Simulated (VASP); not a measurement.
Crystal: CuAu.

```
Au Cu
1.0
     2.86588    0.00000    0.00000
     0.00000    2.86588    0.00000
     0.00000    0.00000    3.75727
Au Cu
1 1
Direct
  0.00000 0.00000 0.00000
  0.50000 0.50000 0.50000
```

Base run:

```yaml
Program: VASP 6.6.1
Functional: PBE
Potentials_or_basis: VASP PAW PBE potentials, release 64 (Au, Cu)
Cutoff: 520 eV
k_mesh: 9 × 9 × 7
Occupations: fermi-dirac, width 0.05 eV
Spin: no spin polarisation
```

Its results: band gap on the k mesh zero (band 11 reaches 11.19 eV, above the bottom of band 12 at 6.05 eV); pressure -3.7 GPa.

Question: The run is repeated on the same cell with these changes: functional from PBE to PBEsol. What comes out?

Answer: Band gap on the k mesh zero (band 11 reaches 10.96 eV, above the bottom of band 12 at 5.87 eV); pressure -11.4 GPa.

PBEsol binds more tightly than PBE, so the same cell stands under less pressure.

Caveats: spin-orbit coupling is left out, which moves the levels of the heavy elements; the PAW data sets were made with another functional, which shifts forces and pressure a little (some runs).
